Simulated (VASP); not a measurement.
A run of VASP 6.6.1 is set up as follows.

INCAR

```
SYSTEM = SrVO3
PREC = Accurate ; ENCUT = 520
EDIFF = 1E-6 ; ISMEAR = -1
SIGMA = 0.05 ; LREAL = .FALSE.
LASPH = .TRUE. ; NELM = 150
ALGO = Normal ; ISIF = 2
LWAVE = .FALSE. ; LCHARG = .TRUE.
ISPIN = 2 ; MAGMOM = 0 2 0 0 0
LORBIT = 11 ; LMAXMIX = 4
GGA = RP ; LELF = .TRUE.
LVHAR = .TRUE. ; NBANDS = 32
```

Contents of KPOINTS:

```
Automatic mesh
0
G
  5 5 5
  0 0 0
```

Contents of POSCAR:

```
SrVO3
1.0
    3.8998295146      0.0000000000      0.0000000000
    0.0000000000      3.8998295146      0.0000000000
    0.0000000000      0.0000000000      3.8998295146
Sr V O
1 1 3
Direct
    0.5000000000      0.5000000000      0.5000000000
    0.0000000000      0.0000000000      0.0000000000
    0.0000000000      0.0000000000      0.5000000000
    0.0000000000      0.5000000000      0.0000000000
    0.5000000000      0.0000000000      0.0000000000
```

Potentials or basis: VASP PAW PBE potentials, release 64 (Sr_sv, V_sv, O).

Run with:

```bash
$ cat potpaw_PBE.64/Sr_sv/POTCAR potpaw_PBE.64/V_sv/POTCAR potpaw_PBE.64/O/POTCAR > POTCAR
$ mpirun -np 1 vasp_std > vasp.out
```

Task: Estimate the net moment.

Result: 0.76 μB per cell.

Task: What does it give for the pressure?

Result: 0.8 GPa.

Caveat: the PAW data sets were made with another functional, which shifts forces and pressure a little.
